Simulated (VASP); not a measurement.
Input of a VASP 6.6.1 run:

Contents of POSCAR:

```
CsI
1.0
    4.6081405142      0.0000000000      0.0000000000
    0.0000000000      4.6081405142      0.0000000000
    0.0000000000      0.0000000000      4.6081405142
Cs I
1 1
Direct
    0.0000000000      0.0000000000      0.0000000000
    0.5000000000      0.5000000000      0.5000000000
```

INCAR.step1

```
ALGO     = Normal         # electronic algorithm
EDIFF    = 1E-5           # SCF threshold, eV
ENCUT    = 400            # plane-wave cutoff, eV
GGA      = PE             # functional
GGA_COMPAT= False        
ISIF     = 2              # what is computed and relaxed
ISMEAR   = 0              # smearing method
LASPH    = True           # aspherical terms in the spheres
LCHARG   = False          # write CHGCAR
LREAL    = False          # projectors in reciprocal space
LWAVE    = True           # write WAVECAR
NBANDS   = 15             # bands
NELM     = 120            # most SCF steps
PREC     = Accurate       # precision mode
SIGMA    = 0.01           # smearing width, eV
```

Contents of INCAR.step2:

```
AEXX     = 0.5            # exact-exchange fraction
ALGO     = Normal         # electronic algorithm
EDIFF    = 1E-6           # SCF threshold, eV
ENCUT    = 400            # plane-wave cutoff, eV
GGA      = PE             # functional
GGA_COMPAT= False        
HFSCREEN = 0.3            # screening, 1/A
ISIF     = 2              # what is computed and relaxed
ISMEAR   = 0              # smearing method
ISTART   = 1            
LASPH    = True           # aspherical terms in the spheres
LCHARG   = False          # write CHGCAR
LHFCALC  = True           # exact exchange
LREAL    = False          # projectors in reciprocal space
LWAVE    = False          # write WAVECAR
NBANDS   = 15             # bands
NELM     = 120            # most SCF steps
PREC     = Accurate       # precision mode
PRECFOCK = Normal       
SIGMA    = 0.01           # smearing width, eV
```

KPOINTS

```
k-points
0
Gamma
  4 4 4
```

Potentials or basis: VASP PAW PBE potentials, release 64 (Cs_sv, I).

Run with:

```sh
$ cat potpaw_PBE.64/Cs_sv/POTCAR potpaw_PBE.64/I/POTCAR > POTCAR
$ cp INCAR.step1 INCAR
$ mpirun -np 1 vasp_std > vasp.out
$ cp INCAR.step2 INCAR
$ mpirun -np 1 vasp_std > vasp.out
```

Q: Predict the pressure.

A: 0.0 GPa.

Q: Estimate the band gap on the k mesh.

A: 5.38 eV, indirect (least direct gap 5.48 eV).

Caveat: the PAW data sets were made with another functional, which shifts forces and pressure a little; spin-orbit coupling is left out, which moves the levels of the heavy elements. A k mesh can miss the band edges.
